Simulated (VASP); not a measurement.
# GaN (I-4m2) in VASP: further runs

The runs below take GaN through single point, with LDA.

Everything below comes from runs of VASP 6.6.1. Logs are shortened: lines on timing, memory, paths and dates and some standing lists are left out, and cuts for length are marked.

## (1) The cell of the first run

Symmetry: I-4m2, No. 119, tetragonal system. Conventional cell: a = 3.087 Å, b = 3.087 Å, c = 4.551 Å, α = 90.00°, β = 90.00°, γ = 90.00°. Ga (site symmetry -4m2) has 4 N at 1.92 Å within 2.5 Å. Within 2.5 Å of N (site symmetry -4m2) lie 4 Ga at 1.92 Å.

## (2) Single point, LDA (in-plane strain -0.02, then relaxed in part)

INCAR

```
SYSTEM = GaN
ALGO = Normal
EDIFF = 1E-6
ENCUT = 1330
GGA_COMPAT = .FALSE.
ISIF = 2
ISMEAR = 0
LASPH = .TRUE.
LCHARG = .TRUE.
LELF = .TRUE.
LREAL = .FALSE.
LVHAR = .TRUE.
LWAVE = .FALSE.
NBANDS = 16
NELM = 120
PREC = Accurate
SIGMA = 0.01
```

KPOINTS

```
k-points
0
G
  10 10 10
  0 0 0
```

POSCAR

```
GaN
1.0
    2.1831504092      2.1831504092      0.0000000000
   -2.1831504092      2.1831504092      0.0000000000
    0.0000000000      2.1831504092      2.2753185838
Ga N
1 1
Direct
    0.0000000000      0.0000000000      0.0000000000
    0.2500000000      0.7500000000      0.5000000000
```

Potentials or basis: VASP PAW LDA potentials, release 64 (Ga_d, N_h).

Started as:

```console
$ cat potpaw_LDA.64/Ga_d/POTCAR potpaw_LDA.64/N_h/POTCAR > POTCAR
$ mpirun -np 1 vasp_std > vasp.out
```

OUTCAR:

```text
SYSTEM = GaN
   EDIFF = 1E-6
   ENCUT = 1330
   ISIF = 2
   ISMEAR = 0
   LASPH = .TRUE.
   LREAL = .FALSE.
   NELM = 120
   PREC = Accurate

 ion  position               nearest neighbor table
   1  0.000  0.000  0.000-   2 1.92   2 1.92   2 1.92   2 1.92
   2  0.250  0.750  0.500-   1 1.92   1 1.92   1 1.92   1 1.92

  LATTYP: Found a body centered tetragonal cell.
 ALAT       =     3.0874409174
 C/A-ratio  =     1.4739187856

  Lattice vectors:

 A1 = (   2.1831504092,   0.0000000000,  -2.2753185838)
 A2 = (  -2.1831504092,   0.0000000000,  -2.2753185838)
 A3 = (   0.0000000000,   2.1831504092,   2.2753185838)

Analysis of symmetry for initial positions (statically):
=====================================================================
 Subroutine PRICEL returns:
 Original cell was already a primitive cell.

 Routine SETGRP: Setting up the symmetry group for a
 body centered tetragonal supercell.

 Subroutine GETGRP returns: Found  8 space group operations
 (whereof  8 operations were pure point group operations)
 out of a pool of 16 trial point group operations.

The static configuration has the point symmetry D_2d.

Analysis of symmetry for dynamics (positions and initial velocities):
=====================================================================
 Subroutine PRICEL returns:
 Original cell was already a primitive cell.

 Routine SETGRP: Setting up the symmetry group for a
 body centered tetragonal supercell.

 Subroutine GETGRP returns: Found  8 space group operations
 (whereof  8 operations were pure point group operations)
 out of a pool of 16 trial point group operations.

The dynamic configuration has the point symmetry D_2d.

 Subroutine INISYM returns: Found  8 space group operations
 (whereof  8 operations are pure point group operations),
 and found     1 'primitive' translations

----------------------------------------------------------------------------------------

                                     Primitive cell

  volume of cell :      21.6890

  direct lattice vectors                    reciprocal lattice vectors
     2.183150409  2.183150409  0.000000000     0.229026822  0.229026822 -0.219749447
    -2.183150409  2.183150409  0.000000000    -0.229026822  0.229026822 -0.219749447
     0.000000000  2.183150409  2.275318584     0.000000000  0.000000000  0.439498894

  length of vectors
     3.087440917  3.087440917  3.153287232     0.391403104  0.391403104  0.439498894

  position of ions in fractional coordinates (direct lattice)
     0.000000000  0.000000000  0.000000000
     0.250000000  0.750000000  0.500000000

  ion indices of the primitive-cell ions
   primitive index   ion index
                 1           1
                 2           2

----------------------------------------------------------------------------------------

 KPOINTS: k-points

Automatic generation of k-mesh.
 Grid dimensions read from file:
 generate k-points for:   10   10   10

 Generating k-lattice:

  Cartesian coordinates                     Fractional coordinates (reciprocal lattice)
     0.022902682  0.022902682 -0.021974945     0.100000000  0.000000000 -0.000000000
    -0.022902682  0.022902682 -0.021974945     0.000000000  0.100000000 -0.000000000
     0.000000000  0.000000000  0.043949889     0.000000000  0.000000000  0.100000000

  Length of vectors
     0.039140310  0.039140310  0.043949889

  Shift w.r.t. Gamma in fractional coordinates (k-lattice)
     0.000000000  0.000000000  0.000000000

 Subroutine IBZKPT returns following result:
 ===========================================

 Found    102 irreducible k-points:

 Following reciprocal coordinates:
            Coordinates               Weight
  0.000000  0.000000  0.000000      1.000000
  0.100000  0.000000 -0.000000      8.000000
  0.200000  0.000000 -0.000000      8.000000
  0.300000  0.000000 -0.000000      8.000000
  0.400000  0.000000 -0.000000      8.000000
  0.500000  0.000000 -0.000000      4.000000
[... 16 lines left out ...]
  0.300000  0.300000 -0.000000      8.000000
  0.400000  0.300000  0.000000     16.000000
 [... further k-points ...]
   k-points           NKPTS =    102   k-points in BZ     NKDIM =    102   number of bands    NBANDS=     16
   number of dos      NEDOS =    301   number of ions     NIONS =      2
   total plane-waves  NPLWV =  64000
   dimension x,y,z NGX =    40 NGY =   40 NGZ =   40
   dimension x,y,z NGXF=    80 NGYF=   80 NGZF=   80
   ions per type =               1   1
   NGX,Y,Z   is equivalent  to a cutoff of  21.54, 21.54, 21.09 a.u.
   NGXF,Y,Z  is equivalent  to a cutoff of  43.08, 43.08, 42.18 a.u.
 SYSTEM =  GaN
   PREC   = accura    normal or accurate (medium, high low for compatibility)
   ISTART =      0    job   : 0-new  1-cont  2-samecut
   ICHARG =      2    charge: 1-file 2-atom 10-const
   ISPIN  =      1    spin polarized calculation?
   LNONCOLLINEAR =      F non collinear calculations
   LSORBIT =      F    spin-orbit coupling
   LASPH  =      T    aspherical Exc in radial PAW
   ENCUT  = 1330.0 eV  97.75 Ry    9.89 a.u.   9.18  9.18  9.38*2*pi/ulx,y,z
   NELM   =    120;   NELMIN=  2; NELMDL= -5     # of ELM steps
   EDIFF  = 0.1E-05   stopping-criterion for ELM
   LREAL  =      F    real-space projection
   EDIFFG = 0.1E-04   stopping-criterion for IOM
   NSW    =      0    number of steps for IOM
   IBRION =     -1    ionic relax: 0-MD 1-quasi-New 2-CG
   NFREE  =      0    steps in history (QN), initial steepest desc. (CG)
   ISIF   =      2    stress and relaxation
   ISYM   =      2    0-nonsym 1-usesym 2-fastsym
   POTIM  = 0.5000    time-step for ionic-motion
   TEBEG  =    0.0;   TEEND  =   0.0 temperature during run
   PSTRESS=    0.0 pullay stress
   NELECT =      18.0000    total number of electrons
   NUPDOWN=      -1.0000    fix difference up-down
   EMIN   =  10.00;   EMAX   =-10.00  energy-range for DOS
   EFERMI =   0.00;   METHOD = LEGACY
   ISMEAR =     0;   SIGMA  =   0.01  broadening in eV -4-tet -1-fermi 0-gaus
   EFERMI_NEDOS =   21; number of points for ismear=-14 and -15
   IALGO  =     38    algorithm
   IMIX   =      4    mixing-type and parameters
     AMIX     =   0.40;   BMIX     =  1.00
     AMIX_MAG =   1.60;   BMIX_MAG =  1.00
  volume/ion in A,a.u.               =      10.84        73.18
[... 38 lines left out ...]
      3      -7.6344      2.00000
      4      -7.6344      2.00000
      5      -7.2807      2.00000
      6      -7.2738      2.00000
[... 8 lines left out ...]
     15      24.1531      0.00000
     16      25.3292      0.00000

 k-point     2 :       0.1000    0.0000   -0.0000
  band No.  band energies     occupation
      1     -10.1869      2.00000
      2      -7.6618      2.00000
      3      -7.6186      2.00000
      4      -7.6049      2.00000
      5      -7.2808      2.00000
      6      -7.2767      2.00000
[... 8 lines left out ...]
     15      24.0975      0.00000
     16      24.2404      0.00000

 k-point     3 :       0.2000    0.0000   -0.0000
  band No.  band energies     occupation
      1      -9.8702      2.00000
      2      -7.6173      2.00000
      3      -7.5818      2.00000
      4      -7.4537      2.00000
      5      -7.2794      2.00000
      6      -7.2740      2.00000
[... 8 lines left out ...]
     15      23.1870      0.00000
     16      23.2859      0.00000

 k-point     4 :       0.3000    0.0000   -0.0000
  band No.  band energies     occupation
      1      -9.5293      2.00000
      2      -7.5845      2.00000
      3      -7.5485      2.00000
      4      -7.2693      2.00000
      5      -7.2577      2.00000
      6      -7.0283      2.00000
[... 8 lines left out ...]
     15      23.5934      0.00000
     16      23.6041      0.00000

 k-point     5 :       0.4000    0.0000   -0.0000
  band No.  band energies     occupation
      1      -9.3264      2.00000
      2      -7.5712      2.00000
      3      -7.5341      2.00000
      4      -7.2476      2.00000
      5      -7.2244      2.00000
      6      -6.3362      2.00000
[... 8 lines left out ...]
     15      24.9697      0.00000
     16      25.1313      0.00000

 k-point     6 :       0.5000    0.0000   -0.0000
  band No.  band energies     occupation
      1      -9.2686      2.00000
      2      -7.5689      2.00000
      3      -7.5316      2.00000
      4      -7.2361      2.00000
      5      -7.2091      2.00000
      6      -5.8971      2.00000
[... 8 lines left out ...]
     15      26.0222      0.00000
     16      26.1982      0.00000

 k-point     7 :       0.1000    0.1000   -0.0000
  band No.  band energies     occupation
      1     -10.0015      2.00000
      2      -7.6311      2.00000
      3      -7.5923      2.00000
      4      -7.5403      2.00000
      5      -7.2912      2.00000
      6      -7.2680      2.00000
[... 8 lines left out ...]
     15      22.8066      0.00000
     16      25.5865      0.00000

 k-point     8 :       0.2000    0.1000   -0.0000
  band No.  band energies     occupation
      1      -9.6797      2.00000
      2      -7.5884      2.00000
      3      -7.5584      2.00000
      4      -7.3451      2.00000
      5      -7.2896      2.00000
      6      -7.2106      2.00000
[... 8 lines left out ...]
     15      22.6204      0.00000
     16      25.5325      0.00000

 k-point     9 :       0.3000    0.1000   -0.0000
  band No.  band energies     occupation
      1      -9.3990      2.00000
      2      -7.5605      2.00000
      3      -7.5339      2.00000
      4      -7.2827      2.00000
      5      -7.2564      2.00000
      6      -6.7263      2.00000
[... 8 lines left out ...]
     15      22.9772      0.00000
     16      25.5889      0.00000
[... 172 lines left out ...]
 k-point    19 :       0.5000    0.2000   -0.0000
  band No.  band energies     occupation
      1      -9.1782      2.00000
      2      -7.5320      2.00000
      3      -7.4652      2.00000
      4      -7.3389      2.00000
      5      -7.2118      2.00000
      6      -5.7668      2.00000
[... 8 lines left out ...]
     15      26.4837      0.00000
     16      27.3445      0.00000

 k-point    20 :      -0.4000    0.2000    0.0000
  band No.  band energies     occupation
      1      -9.2696      2.00000
      2      -7.5257      2.00000
      3      -7.4703      2.00000
      4      -7.3895      2.00000
      5      -7.2130      2.00000
      6      -6.4390      2.00000
[... 8 lines left out ...]
     15      26.4251      0.00000
     16      27.5921      0.00000

 k-point    21 :      -0.3000    0.2000   -0.0000
  band No.  band energies     occupation
      1      -9.4688      2.00000
      2      -7.5305      2.00000
      3      -7.4954      2.00000
      4      -7.4378      2.00000
      5      -7.2319      2.00000
      6      -7.0124      2.00000
[... 8 lines left out ...]
     15      26.2907      0.00000
     16      27.6501      0.00000

 k-point    22 :      -0.2000    0.2000    0.0000
  band No.  band energies     occupation
      1      -9.7222      2.00000
      2      -7.5630      2.00000
      3      -7.5309      2.00000
      4      -7.5068      2.00000
      5      -7.2614      2.00000
      6      -7.2322      2.00000
[... 8 lines left out ...]
     15      26.4404      0.00000
     16      27.3401      0.00000

 k-point    23 :       0.3000    0.3000   -0.0000
  band No.  band energies     occupation
      1      -9.1447      2.00000
      2      -7.5300      2.00000
      3      -7.4302      2.00000
      4      -7.3219      2.00000
      5      -7.2670      2.00000
      6      -5.6176      2.00000
[... 8 lines left out ...]
     15      24.0023      0.00000
     16      29.1054      0.00000

 k-point    24 :       0.4000    0.3000    0.0000
  band No.  band energies     occupation
      1      -9.1039      2.00000
      2      -7.5269      2.00000
      3      -7.3946      2.00000
      4      -7.3472      2.00000
      5      -7.2343      2.00000
      6      -5.3004      2.00000
[... 8 lines left out ...]
     15      26.0172      0.00000
     16      29.2537      0.00000

 [... further k-points ...]

------------------------ aborting loop because EDIFF is reached ----------------------------------------

  FORCE on cell =-STRESS in cart. coord.  units (eV):
  Direction    XX          YY          ZZ          XY          YZ          ZX
  --------------------------------------------------------------------------------------
  -------------------------------------------------------------------------------------
  Total        0.9335882      0.9335882      0.1491966      0.0000000      0.0000000     -0.0000000
  in kB       68.9646267     68.9646267     11.0212246      0.0000000      0.0000000     -0.0000000
  external PRESSURE =      49.6501593 kB  Pullay stress =       0.0000000 kB

 VOLUME and BASIS-vectors are now :
 -----------------------------------------------------------------------------
  energy-cutoff  :     1330.00
  volume of cell :       21.69
      direct lattice vectors                 reciprocal lattice vectors
     2.183150409  2.183150409  0.000000000     0.229026822  0.229026822 -0.219749447
    -2.183150409  2.183150409  0.000000000    -0.229026822  0.229026822 -0.219749447
     0.000000000  2.183150409  2.275318584     0.000000000  0.000000000  0.439498894

 POSITION                                       TOTAL-FORCE (eV/Angst)
 -----------------------------------------------------------------------------------
      0.00000      0.00000      0.00000        -0.000000      0.000000      0.000000
     -1.09158      3.27473      1.13766         0.000000     -0.000000      0.000000
 -----------------------------------------------------------------------------------
    total drift:                               -0.000000      0.000000      0.000000

  FREE ENERGIE OF THE ION-ELECTRON SYSTEM (eV)
  ---------------------------------------------------
  free  energy   TOTEN  =       -13.9283263974 eV

  energy  without entropy=      -13.9283263974  energy(sigma->0) =      -13.92832640
```

Run time: 78 s. Hardware: 1 thread of Intel Xeon Platinum 8488C (Sapphire Rapids), shared host; peak memory 0.3 GiB.

What came out:

- Free energy: -13.9283 eV
- Pressure: 5.0 GPa
- Band gap on the k mesh: 2.02 eV

Stress tensor (GPa, compression positive):
```
6.90 0.00 0.00
0.00 6.90 0.00
0.00 0.00 1.10
```

Caveat: the cell differs from its parent crystal (in-plane strain -0.02, then relaxed in part); the stress differs along the axes, from 1 to 7 GPa.

## (3) Single point, LDA (in-plane strain -0.01, then relaxed in part)

INCAR

```
SYSTEM = GaN
PREC = Accurate
ENCUT = 1330
EDIFF = 1E-6
ISMEAR = 0
SIGMA = 0.01
LREAL = .FALSE.
LASPH = .TRUE.
NELM = 120
ALGO = Normal
ISIF = 2
LWAVE = .FALSE.
LCHARG = .FALSE.
GGA = CA
NBANDS = 16
GGA_COMPAT = .FALSE.
```

KPOINTS

```
Automatic mesh
0
G
  10 10 10
  0 0 0
```

POSCAR

```
GaN
1.0
    2.2054274542      2.2054274542      0.0000000000
   -2.2054274542      2.2054274542      0.0000000000
    0.0000000000      2.2054274542      2.2517981924
Ga N
1 1
Direct
    0.0000000000      0.0000000000      0.0000000000
    0.2500000000      0.7500000000      0.5000000000
```

Potentials or basis: VASP PAW LDA potentials, release 64 (Ga_d, N_h).

Started as:

```console
$ cat potpaw_LDA.64/Ga_d/POTCAR potpaw_LDA.64/N_h/POTCAR > POTCAR
$ mpirun -np 1 vasp_std > vasp.out
```

Wall time 56 s (1 thread of Intel Xeon 6975P-C (Granite Rapids), shared host); peak memory 0.29 GiB.

The run converged. Its results:

```yaml
Free_energy: -13.9418 eV
Pressure: 2.9 GPa
Band_gap_on_the_k_mesh: 2.00 eV
```

Stress tensor (GPa, compression positive):
```
3.85 0.00 0.00
0.00 3.85 0.00
0.00 0.00 1.10
```

Levels at points of the mesh, in eV from the valence-band top:
| k point | band 7 | band 8 | band 9 | band 10 | band 11 | band 12 |
| --- | --- | --- | --- | --- | --- | --- |
| (0.00, 0.00, 0.00) | -0.10 | 0.00 | 0.00 | 2.00 | 10.34 | 10.34 |
| (0.50, 0.00, 0.00) | -7.45 | -1.15 | -0.99 | 4.80 | 8.78 | 10.25 |
| (0.50, 0.50, 0.00) | -6.34 | -2.98 | -2.97 | 3.18 | 6.59 | 11.89 |
| (0.00, 0.00, 0.50) | -6.58 | -2.81 | -2.81 | 3.33 | 6.94 | 11.58 |

Caveat: the cell differs from its parent crystal (in-plane strain -0.01, then relaxed in part).

## (4) Single point, LDA (in-plane strain -0.005, then relaxed in part)

INCAR

```
SYSTEM = GaN
PREC = Accurate
ENCUT = 1330
EDIFF = 1E-6
ISMEAR = 0
SIGMA = 0.01
LREAL = .False.
LASPH = .True.
NELM = 120
ALGO = Normal
ISIF = 2
LWAVE = .False.
LCHARG = .True.
LELF = .True.
LVHAR = .True.
NBANDS = 16
GGA_COMPAT = .False.
```

KPOINTS

```
Automatic mesh
0
Gamma
  10 10 10
  0 0 0
```

POSCAR

```
GaN
1.0
    2.2165659767      2.2165659767      0.0000000000
   -2.2165659767      2.2165659767      0.0000000000
    0.0000000000      2.2165659767      2.2396392127
Ga N
1 1
Direct
    0.0000000000      0.0000000000      0.0000000000
    0.2500000000      0.7500000000      0.5000000000
```

Started as:

```console
$ cat potpaw_LDA.64/Ga_d/POTCAR potpaw_LDA.64/N_h/POTCAR > POTCAR
$ mpirun -np 1 vasp_std > vasp.out
```

Wall time 71 s (1 thread of AMD EPYC 9R45 (Zen 5), shared host); peak memory 0.27 GiB.

It converged, with:

- Free energy: -13.9455 eV
- Pressure: 1.9 GPa
- Band gap on the k mesh: 1.99 eV

Stress tensor (GPa, compression positive):
```
2.40 0.00 0.00
0.00 2.40 0.00
0.00 0.00 1.05
```

Levels at points of the mesh, in eV from the valence-band top:
```
           k point  band 6  band 7  band 8  band 9  band 10  band 11  band 12  band 13
(0.00, 0.00, 0.00)  -13.25   -0.05    0.00    0.00     1.99    10.33    10.33    10.36
(0.50, 0.00, 0.00)  -11.87   -7.40   -1.09   -1.01     4.80     8.78    10.32    10.47
(0.50, 0.50, 0.00)  -11.38   -6.35   -2.92   -2.92     3.22     6.64    11.82    14.01
(0.00, 0.00, 0.50)  -11.44   -6.46   -2.84   -2.84     3.29     6.81    11.67    14.19
```

Caveat: the cell differs from its parent crystal (in-plane strain -0.005, then relaxed in part).

## (5) Single point, LDA (in-plane strain +0.01, then relaxed in part)

INCAR

```
SYSTEM = GaN
ALGO = Normal
EDIFF = 1E-6
ENCUT = 1330
GGA = CA
GGA_COMPAT = .FALSE.
ISIF = 2
ISMEAR = 0
LASPH = .TRUE.
LCHARG = .FALSE.
LREAL = .FALSE.
LWAVE = .FALSE.
NBANDS = 16
NELM = 120
PREC = Accurate
SIGMA = 0.01
```

KPOINTS

```
k-points
0
G
  10 10 10
  0 0 0
```

POSCAR

```
GaN
1.0
    2.2499815442      2.2499815442      0.0000000000
   -2.2499815442      2.2499815442      0.0000000000
    0.0000000000      2.2499815442      2.2032559503
Ga N
1 1
Direct
    0.0000000000      0.0000000000      0.0000000000
    0.2500000000      0.7500000000      0.5000000000
```

Started as:

```console
$ cat potpaw_LDA.64/Ga_d/POTCAR potpaw_LDA.64/N_h/POTCAR > POTCAR
$ mpirun -np 1 vasp_std > vasp.out
```

It took 69 s on 1 thread of Intel Xeon 6975P-C (Granite Rapids), shared host; peak memory 0.3 GiB.

It converged, with:

| Item | Value |
| --- | --- |
| Free energy | -13.9449 eV |
| Pressure | -0.8 GPa |
| Band gap on the k mesh | 1.85 eV |

Stress tensor (GPa, compression positive):
```
-1.71  0.00  0.00
 0.00 -1.71  0.00
 0.00  0.00  0.87
```

Levels at points of the mesh, in eV from the valence-band top:
```csv
k point,band 7,band 8,band 9,band 10,band 11,band 12
"(0.00, 0.00, 0.00)",-0.10,-0.10,0.00,1.85,10.17,10.23
"(0.50, 0.00, 0.00)",-7.35,-1.15,-1.00,4.65,8.66,10.12
"(0.50, 0.50, 0.00)",-6.45,-2.84,-2.83,3.24,6.69,11.52
"(0.00, 0.00, 0.50)",-6.22,-3.00,-3.00,3.10,6.34,11.82
```

Caveat: the cell differs from its parent crystal (in-plane strain +0.01, then relaxed in part).

## (6) The runs side by side

| cell | gap on the mesh (eV) | pressure (GPa) |
| --- | --- | --- |
| a = 3.087, b = 3.087, c = 3.153 Å, angles 60.7, 60.7, 90.0°, 2 atoms | 2.02 | 5.0 |
| a = 3.119, b = 3.119, c = 3.152 Å, angles 60.3, 60.3, 90.0°, 2 atoms | 2.00 | 2.9 |
| a = 3.135, b = 3.135, c = 3.151 Å, angles 60.2, 60.2, 90.0°, 2 atoms | 1.99 | 1.9 |
| a = 3.182, b = 3.182, c = 3.149 Å, angles 59.7, 59.7, 90.0°, 2 atoms | 1.85 | -0.8 |

Alike in all rows: task single point; level LDA; potentials or basis VASP PAW LDA potentials, release 64 (Ga_d, N_h); no spin polarisation; k mesh 10 × 10 × 10; cutoff (eV) 1330; smearing gaussian 0.01 eV.

Caveats: the stress differs along the axes, from 1 to 7 GPa (at least some runs).

Absolute energies hang on the potentials; compare differences alone.
